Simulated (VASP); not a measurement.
# C41O in VASP: notebook

The runs below take C41O through single point, with PBE+D3(BJ).

All numbers are computed with VASP 6.6.1; they aren't measurements. Logs are shortened: lines on timing, memory, paths and dates and some standing lists are left out, and cuts for length are marked.

### Step 1. The cell of the first run

The cell holds a slab with vacuum, 42 atoms: a = 7.295 Å, b = 8.539 Å, c = 23.581 Å, α = 90.00°, β = 90.00°, γ = 112.97°.

### Step 2. Single point, PBE+D3(BJ)

INCAR

```
PREC     = Accurate       # precision mode
ENCUT    = 520            # plane-wave cutoff, eV
EDIFF    = 1E-7           # SCF threshold, eV
ISMEAR   = 0              # smearing method
SIGMA    = 0.05           # smearing width, eV
LREAL    = Auto         
LASPH    = T              # aspherical terms in the spheres
NELM     = 100            # most SCF steps
ALGO     = Normal         # electronic algorithm
ISIF     = 2              # what is computed and relaxed
LWAVE    = F              # write WAVECAR
LCHARG   = T              # write CHGCAR
LDIPOL   = T            
IDIPOL   = 3            
DIPOL    = 0.5 0.5 0.285
GGA      = PE             # functional
IVDW     = 12             # dispersion correction
LELF     = T              # ELF
LVHAR    = T            
LVACPOTAV= T            
NBANDS   = 112            # bands
LUSENCCL = F
```

KPOINTS

```
regular mesh
0
Gamma
  4 4 1
```

POSCAR

```
C41O
1.0
    7.2946484380      0.0000000000      0.0000000000
   -3.3317658956      7.8620301879      0.0000000000
    0.0000000000      0.0000000000     23.5809581711
C O
41 1
Direct
    0.2500899670      0.1666966556      0.1696283913
    0.2500899670      0.6666966556      0.1696283913
    0.7500899670      0.1666966556      0.1696283913
    0.7500899670      0.6666966556      0.1696283913
    0.2499100331      0.3333033444      0.1696283913
    0.2499100331      0.8333033444      0.1696283913
    0.7499100330      0.3333033444      0.1696283913
    0.7499100331      0.8333033444      0.1696283913
    0.2500899670      0.4166966557      0.2218942371
    0.2500899670      0.9166966557      0.2218942371
    0.7500899670      0.4166966557      0.2218942371
    0.7500899670      0.9166966557      0.2218942371
    0.2499100331      0.0833033444      0.2218942371
    0.2499100331      0.5833033444      0.2218942371
    0.7499100331      0.0833033444      0.2218942371
    0.7499100331      0.5833033444      0.2218942371
    0.2500106166      0.1676584830      0.2741412246
    0.2500106166      0.6676584830      0.2741412246
    0.7500106166      0.1676584830      0.2741412246
    0.7500106166      0.6676584830      0.2741412246
    0.2499893834      0.3323415170      0.2741412246
    0.2499893834      0.8323415170      0.2741412246
    0.7499893834      0.3323415170      0.2741412246
    0.7499893834      0.8323415170      0.2741412246
    0.2500643137      0.4183240206      0.3266192408
    0.2500643137      0.9183240206      0.3266192408
    0.7500643137      0.4183240206      0.3266192408
    0.7500643137      0.9183240206      0.3266192408
    0.2499356863      0.0816759794      0.3266192408
    0.2499356863      0.5816759794      0.3266192408
    0.7499356863      0.0816759794      0.3266192408
    0.7499356863      0.5816759794      0.3266192408
    0.2498811848      0.1772167637      0.3744953071
    0.2498811848      0.6772167637      0.3744953071
    0.7498811848      0.1772167637      0.3744953071
    0.7498811848      0.6772167637      0.3744953071
    0.2501188152      0.3227832363      0.3744953071
    0.2501188152      0.8227832363      0.3744953071
    0.7501188152      0.3227832363      0.3744953071
    0.7501188152      0.8227832363      0.3744953071
    0.4998811848      0.5522167637      0.5504847630
    0.4998811848      0.5522167637      0.5017166005
```

Potentials or basis: VASP PAW PBE potentials, release 64 (C, O).

The run is started by

```bash
$ cat potpaw_PBE.64/C/POTCAR potpaw_PBE.64/O/POTCAR > POTCAR
$ mpirun -np 1 vasp_std > vasp.out
```

OUTCAR:

```text
PREC = Accurate
   ENCUT = 520
   EDIFF = 1E-7
   ISMEAR = 0
   LREAL = Auto
   LASPH = T
   NELM = 100
   ISIF = 2
   GGA = PE
   IVDW = 12
 IVDW          = 12

 ion  position               nearest neighbor table
   1  0.250  0.167  0.170-  13 1.42   5 1.42
   2  0.250  0.667  0.170-  14 1.42   6 1.42
   3  0.750  0.167  0.170-  15 1.42   7 1.42
   4  0.750  0.667  0.170-  16 1.42   8 1.42
   5  0.250  0.333  0.170-   9 1.42   1 1.42
   6  0.250  0.833  0.170-  10 1.42   2 1.42
   7  0.750  0.333  0.170-  11 1.42   3 1.42
   8  0.750  0.833  0.170-  12 1.42   4 1.42
   9  0.250  0.417  0.222-   5 1.42  14 1.42  21 1.43
  10  0.250  0.917  0.222-   6 1.42  13 1.42  22 1.43
  11  0.750  0.417  0.222-   7 1.42  16 1.42  23 1.43
  12  0.750  0.917  0.222-   8 1.42  15 1.42  24 1.43
  13  0.250  0.083  0.222-   1 1.42  10 1.42  17 1.43
  14  0.250  0.583  0.222-   2 1.42   9 1.42  18 1.43
[... 16 lines left out ...]
  31  0.750  0.082  0.327-  35 1.39  28 1.40  19 1.44
  32  0.750  0.582  0.327-  36 1.39  27 1.40  20 1.44
  33  0.250  0.177  0.374-  37 1.24  29 1.39
  34  0.250  0.677  0.374-  38 1.24  30 1.39
  35  0.750  0.177  0.374-  39 1.24  31 1.39
  36  0.750  0.677  0.374-  40 1.24  32 1.39
  37  0.250  0.323  0.374-  33 1.24  25 1.39
  38  0.250  0.823  0.374-  34 1.24  26 1.39
  39  0.750  0.323  0.374-  35 1.24  27 1.39
  40  0.750  0.823  0.374-  36 1.24  28 1.39
  41  0.500  0.552  0.550-  42 1.15
  42  0.500  0.552  0.502-  41 1.15

  LATTYP: Found a simple monoclinic cell.
 ALAT       =     7.2946484380
 B/A-ratio  =     3.2326380595
 C/A-ratio  =     1.1705654015
 COS(beta)  =    -0.3901884672

  Lattice vectors:

 A1 = (   7.2946484380,   0.0000000000,   0.0000000000)
 A2 = (   0.0000000000,   0.0000000000, -23.5809581711)
 A3 = (  -3.3317658956,   7.8620301879,   0.0000000000)

Analysis of symmetry for initial positions (statically):
=====================================================================
 Subroutine PRICEL returns:
 Original cell was already a primitive cell.

 Routine SETGRP: Setting up the symmetry group for a
 simple monoclinic supercell.

 Subroutine GETGRP returns: Found  1 space group operations
 (whereof  1 operations were pure point group operations)
 out of a pool of  4 trial point group operations.

The static configuration has the point symmetry C_1 .

Analysis of symmetry for dynamics (positions and initial velocities):
=====================================================================
 Subroutine PRICEL returns:
 Original cell was already a primitive cell.

 Routine SETGRP: Setting up the symmetry group for a
 simple monoclinic supercell.

 Subroutine GETGRP returns: Found  1 space group operations
 (whereof  1 operations were pure point group operations)
 out of a pool of  4 trial point group operations.

The dynamic configuration has the point symmetry C_1 .

 Subroutine INISYM returns: Found  1 space group operations
 (whereof  1 operations are pure point group operations),
 and found     1 'primitive' translations

----------------------------------------------------------------------------------------

                                     Primitive cell

  volume of cell :    1352.3855

  direct lattice vectors                    reciprocal lattice vectors
     7.294648438  0.000000000  0.000000000     0.137086798  0.058094552 -0.000000000
    -3.331765896  7.862030188  0.000000000     0.000000000  0.127193610  0.000000000
     0.000000000  0.000000000 23.580958171     0.000000000 -0.000000000  0.042407098

  length of vectors
     7.294648438  8.538863078 23.580958171     0.148888439  0.127193610  0.042407098

  position of ions in fractional coordinates (direct lattice)
     0.250089967  0.166696656  0.169628391
     0.250089967  0.666696656  0.169628391
     0.750089967  0.166696656  0.169628391
     0.750089967  0.666696656  0.169628391
     0.249910033  0.333303344  0.169628391
     0.249910033  0.833303344  0.169628391
[... 34 lines left out ...]
     0.499881185  0.552216764  0.550484763
     0.499881185  0.552216764  0.501716601

  ion indices of the primitive-cell ions
   primitive index   ion index
                 1           1
                 2           2
                 3           3
                 4           4
                 5           5
                 6           6
[... 34 lines left out ...]
                41          41
                42          42

----------------------------------------------------------------------------------------

 KPOINTS: regular mesh

Automatic generation of k-mesh.
 Grid dimensions read from file:
 generate k-points for:    4    4    1

 Generating k-lattice:

  Cartesian coordinates                     Fractional coordinates (reciprocal lattice)
     0.034271700  0.014523638 -0.000000000     0.250000000  0.000000000  0.000000000
     0.000000000  0.031798402  0.000000000     0.000000000  0.250000000  0.000000000
     0.000000000 -0.000000000  0.042407098     0.000000000  0.000000000  1.000000000

  Length of vectors
     0.037222110  0.031798402  0.042407098

  Shift w.r.t. Gamma in fractional coordinates (k-lattice)
     0.000000000  0.000000000  0.000000000

 Subroutine IBZKPT returns following result:
 ===========================================

 Found     10 irreducible k-points:

 Following reciprocal coordinates:
            Coordinates               Weight
  0.000000  0.000000  0.000000      1.000000
  0.250000  0.000000  0.000000      2.000000
  0.500000  0.000000  0.000000      1.000000
  0.000000  0.250000  0.000000      2.000000
  0.250000  0.250000  0.000000      2.000000
  0.500000  0.250000  0.000000      2.000000
 -0.250000  0.250000  0.000000      2.000000
  0.000000  0.500000  0.000000      1.000000
  0.250000  0.500000  0.000000      2.000000
  0.500000  0.500000  0.000000      1.000000
   k-points           NKPTS =     10   k-points in BZ     NKDIM =     10   number of bands    NBANDS=    112
   number of dos      NEDOS =    301   number of ions     NIONS =     42
   total plane-waves  NPLWV = 622080
   dimension x,y,z NGX =    54 NGY =   64 NGZ =  180
   dimension x,y,z NGXF=   108 NGYF=  128 NGZF=  360
   ions per type =              41   1
   NGX,Y,Z   is equivalent  to a cutoff of  12.31, 12.46, 12.69 a.u.
   NGXF,Y,Z  is equivalent  to a cutoff of  24.61, 24.92, 25.38 a.u.
 SYSTEM =  unknown system
   PREC   = accura    normal or accurate (medium, high low for compatibility)
   ISTART =      0    job   : 0-new  1-cont  2-samecut
   ICHARG =      2    charge: 1-file 2-atom 10-const
   ISPIN  =      1    spin polarized calculation?
   LNONCOLLINEAR =      F non collinear calculations
   LSORBIT =      F    spin-orbit coupling
   LASPH  =      T    aspherical Exc in radial PAW
   ENCUT  =  520.0 eV  38.22 Ry    6.18 a.u.  13.56 15.88 43.84*2*pi/ulx,y,z
   NELM   =    100;   NELMIN=  2; NELMDL= -5     # of ELM steps
   EDIFF  = 0.1E-06   stopping-criterion for ELM
   LREAL  =      T    real-space projection
   EDIFFG = 0.1E-05   stopping-criterion for IOM
   NSW    =      0    number of steps for IOM
   IBRION =     -1    ionic relax: 0-MD 1-quasi-New 2-CG
   NFREE  =      0    steps in history (QN), initial steepest desc. (CG)
   ISIF   =      2    stress and relaxation
   ISYM   =      2    0-nonsym 1-usesym 2-fastsym
   POTIM  = 0.5000    time-step for ionic-motion
   TEBEG  =    0.0;   TEEND  =   0.0 temperature during run
   PSTRESS=    0.0 pullay stress
   NELECT =     170.0000    total number of electrons
   NUPDOWN=      -1.0000    fix difference up-down
   EMIN   =  10.00;   EMAX   =-10.00  energy-range for DOS
   EFERMI =   0.00;   METHOD = LEGACY
   ISMEAR =     0;   SIGMA  =   0.05  broadening in eV -4-tet -1-fermi 0-gaus
   EFERMI_NEDOS =   21; number of points for ismear=-14 and -15
   IALGO  =     38    algorithm
   IMIX   =      4    mixing-type and parameters
     AMIX     =   0.40;   BMIX     =  1.00
     AMIX_MAG =   1.60;   BMIX_MAG =  1.00
  volume/ion in A,a.u.               =      32.20       217.29
  Fermi-wavevector in a.u.,A,eV,Ry     =   0.820083  1.549732  9.150402  0.672536
  Thomas-Fermi vector in A             =   1.931002
   LORBIT       =      0    0 simple, 1 ext, 2 COOP (PROOUT), +10 PAW based schemes
   GGA     = PE    functional components
   LHFCALC =     F    Hartree Fock is set to
   AEXX    =    0.0000 exact exchange contribution
   IVDW    =    12    specifies the selected vdW correction
   LEPSILON=     F    determine dielectric tensor
   LRPA    =     F    only Hartree local field effects (RPA)
 non-spin polarized calculation
 Gauss-broadening in eV      SIGMA  =   0.05
  energy-cutoff  :      520.00
  volume of cell :     1352.39
 maximum number of plane-waves:     36453
   NGX = 27   NGY = 31   NGZ = 87

 dipolmoment           0.000000      0.000000      0.122600 electrons x Angstroem

 number of electron     169.9999997 magnetization

 dipolmoment           0.000000      0.000000     -0.280976 electrons x Angstroem

 Free energy of the ion-electron system (eV)
  ---------------------------------------------------
  ext. energy  EPLUGINS =         0.00000000
  ---------------------------------------------------
  free energy    TOTEN  =      -344.86106516 eV

  energy without entropy =     -344.84509842  energy(sigma->0) =     -344.85308179

 E-fermi :  -3.2571     XC(G=0):  -3.7236

 val. band max:       -3.2608811283   @ k =   0.5000   0.2500   0.0000
 cond. band min:      -3.2510311317   @ k =  -0.2500   0.2500   0.0000
 fundamental gap:      0.0098499966
 Fermi energy:        -3.2571456752

 k-point     1 :       0.0000    0.0000    0.0000
  band No.  band energies     occupation
      1     -26.9252      2.00000
      2     -22.0231      2.00000
      3     -21.7435      2.00000
      4     -20.6499      2.00000
      5     -20.5253      2.00000
      6     -20.3890      2.00000
[... 989 lines left out ...]
     96      -0.3348      0.00000
     97      -0.3346      0.00000
 [bands above 97 left out]

------------------------ aborting loop because EDIFF is reached ----------------------------------------

 Edisp (eV)   -4.74763

 E8    (eV) :    -1.4118

  FORCE on cell =-STRESS in cart. coord.  units (eV):
  Direction    XX          YY          ZZ          XY          YZ          ZX
  --------------------------------------------------------------------------------------
  -------------------------------------------------------------------------------------
  Total       0.01321    -5.60368   -10.87393     2.38787    -0.02134    -0.02578
  in kB       0.01565    -6.63870   -12.88239     2.82892    -0.02529    -0.03054
  external pressure =       -6.50 kB  Pullay stress =        0.00 kB

 VOLUME and BASIS-vectors are now :
 -----------------------------------------------------------------------------
  energy-cutoff  :      520.00
  volume of cell :     1352.39
      direct lattice vectors                 reciprocal lattice vectors
     7.294648438  0.000000000  0.000000000     0.137086798  0.058094552 -0.000000000
    -3.331765896  7.862030188  0.000000000     0.000000000  0.127193610  0.000000000
     0.000000000  0.000000000 23.580958171     0.000000000 -0.000000000  0.042407098

 POSITION                                       TOTAL-FORCE (eV/Angst)
 -----------------------------------------------------------------------------------
      1.26892      1.31057      4.00000        -2.577664      6.076023      1.102768
     -0.39696      5.24159      4.00000        -2.574263      6.077321      1.103100
      4.91625      1.31057      4.00000        -2.574249      6.076949      1.103237
      3.25037      5.24159      4.00000        -2.578006      6.077709      1.102726
      0.71252      2.62044      4.00000         2.577284     -6.076145      1.103033
     -0.95337      6.55146      4.00000         2.573675     -6.076824      1.102869
[... 34 lines left out ...]
      1.80660      4.34154     12.98096         0.006631     -0.004749     -0.736948
      1.80660      4.34154     11.83096        -0.007533     -0.009177      0.724490
 -----------------------------------------------------------------------------------
    total drift:                                0.007633     -0.004811     -0.077449

  FREE ENERGIE OF THE ION-ELECTRON SYSTEM (eV)
  ---------------------------------------------------
  free  energy   TOTEN  =      -349.6086931986 eV

  energy  without entropy=     -349.5927264506  energy(sigma->0) =     -349.60070982

 vacuum level on the upper side and lower side of the slab         2.367         3.254
```

Run time: 6.3 min. Hardware: 1 × NVIDIA H100 80GB with 1 thread of AMD EPYC 7R13 (Zen 3), shared host; peak memory 2.4 GiB.

What came out:

```
Free energy                : -349.6087 eV
Largest force              : 6.693 eV/Å
Band gap on the k mesh     : 0.01 eV (least direct gap 0.03 eV)
Dispersion energy per atom : -0.113 eV
```

Forces in eV/Å, atoms in the order of the input:
```
C   -2.578  6.076  1.103
C   -2.574  6.077  1.103
C   -2.574  6.077  1.103
C   -2.578  6.078  1.103
C    2.577 -6.076  1.103
C    2.574 -6.077  1.103
C    2.574 -6.077  1.103
C    2.578 -6.077  1.103
C   -0.162  0.380 -1.156
C   -0.161  0.380 -1.157
C   -0.161  0.381 -1.157
C   -0.163  0.378 -1.156
C    0.162 -0.379 -1.157
C    0.161 -0.380 -1.156
C    0.161 -0.380 -1.157
C    0.161 -0.380 -1.156
C    0.003 -0.006  0.015
C    0.002 -0.003  0.016
C    0.002 -0.004  0.017
C    0.000 -0.003  0.014
C   -0.001  0.004  0.016
C   -0.003  0.005  0.016
C   -0.002  0.004  0.016
C   -0.004  0.007  0.013
C    0.003  0.024  0.003
C    0.002  0.018 -0.010
C    0.002  0.022 -0.008
C    0.010  0.011 -0.007
C   -0.007 -0.015 -0.009
C    0.000 -0.022 -0.002
C   -0.001 -0.020 -0.010
C   -0.006 -0.020  0.007
C    0.035 -0.068  0.058
C    0.029 -0.070  0.041
C    0.031 -0.075  0.048
C    0.038 -0.052  0.020
C   -0.034  0.060  0.032
C   -0.029  0.073  0.054
C   -0.033  0.076  0.047
C   -0.033  0.071  0.054
C    0.007 -0.005 -0.737
O   -0.008 -0.009  0.724
```

Levels at points of the mesh, in eV from the valence-band top:
```csv
k point,band 82,band 83,band 84,band 85,band 86,band 87,band 88,band 89
"(0.00, 0.00, 0.00)",-0.87,-0.80,-0.20,-0.02,0.04,0.58,0.64,0.74
"(0.50, 0.00, 0.00)",-0.91,-0.91,-0.14,-0.13,0.24,0.24,0.83,0.84
"(0.00, 0.50, 0.00)",-1.03,-1.03,-1.02,-1.02,0.58,0.58,0.61,0.61
"(0.50, 0.50, 0.00)",-1.11,-1.11,-0.76,-0.76,0.48,0.48,0.70,0.70
```

### Step 3. Single point, PBE+D3(BJ)

INCAR

```
SYSTEM = C41O
PREC = Accurate ; ENCUT = 520
EDIFF = 1E-6 ; ISMEAR = 0
SIGMA = 0.05 ; LREAL = Auto
LASPH = .True. ; NELM = 60
ALGO = Normal ; ISIF = 2
LWAVE = .False. ; LCHARG = .False.
LDIPOL = .True. ; IDIPOL = 3
DIPOL = 0.5 0.5 0.285 ; GGA = PE
IVDW = 12 ; NBANDS = 112
LUSENCCL = .False.
```

KPOINTS

```
Automatic mesh
0
Gamma
  4 4 1
  0 0 0
```

POSCAR is that of step 2.

Potentials or basis: VASP PAW PBE potentials, release 64 (C, O).

The run is started by

```bash
$ cat potpaw_PBE.64/C/POTCAR potpaw_PBE.64/O/POTCAR > POTCAR
$ mpirun -np 1 vasp_std > vasp.out
```

It took 4.9 min on 1 × NVIDIA H100 80GB with 1 thread of AMD EPYC 7R13 (Zen 3), shared host; peak memory 2.4 GiB.

The run converged. Its results:

```
Free energy                : -349.6087 eV
Largest force              : 6.693 eV/Å
Band gap on the k mesh     : 0.01 eV (least direct gap 0.03 eV)
Dispersion energy per atom : -0.113 eV
```

Forces in eV/Å, atoms in the order of the input:
```
C   -2.578  6.076  1.103
C   -2.574  6.077  1.103
C   -2.574  6.077  1.103
C   -2.578  6.078  1.103
C    2.577 -6.076  1.103
C    2.574 -6.077  1.103
C    2.574 -6.077  1.103
C    2.578 -6.077  1.103
C   -0.162  0.380 -1.156
C   -0.161  0.380 -1.157
C   -0.161  0.381 -1.157
C   -0.163  0.378 -1.156
C    0.162 -0.379 -1.157
C    0.161 -0.380 -1.156
C    0.161 -0.380 -1.157
C    0.161 -0.380 -1.156
C    0.003 -0.006  0.015
C    0.002 -0.003  0.016
C    0.002 -0.004  0.017
C    0.000 -0.003  0.014
C   -0.001  0.004  0.016
C   -0.003  0.005  0.016
C   -0.002  0.004  0.016
C   -0.004  0.007  0.013
C    0.003  0.024  0.003
C    0.002  0.018 -0.010
C    0.002  0.022 -0.008
C    0.010  0.011 -0.007
C   -0.007 -0.015 -0.009
C    0.000 -0.022 -0.002
C   -0.001 -0.020 -0.010
C   -0.006 -0.020  0.007
C    0.035 -0.068  0.058
C    0.029 -0.070  0.041
C    0.031 -0.075  0.048
C    0.038 -0.052  0.020
C   -0.034  0.060  0.032
C   -0.029  0.073  0.054
C   -0.033  0.076  0.047
C   -0.033  0.071  0.054
C    0.007 -0.005 -0.737
O   -0.008 -0.009  0.725
```

Levels at points of the mesh, in eV from the valence-band top:
```csv
k point,band 82,band 83,band 84,band 85,band 86,band 87,band 88,band 89
"(0.00, 0.00, 0.00)",-0.87,-0.80,-0.20,-0.02,0.04,0.58,0.64,0.74
"(0.50, 0.00, 0.00)",-0.91,-0.91,-0.14,-0.13,0.24,0.24,0.83,0.84
"(0.00, 0.50, 0.00)",-1.03,-1.03,-1.02,-1.02,0.58,0.58,0.61,0.61
"(0.50, 0.50, 0.00)",-1.11,-1.11,-0.76,-0.76,0.48,0.48,0.70,0.70
```
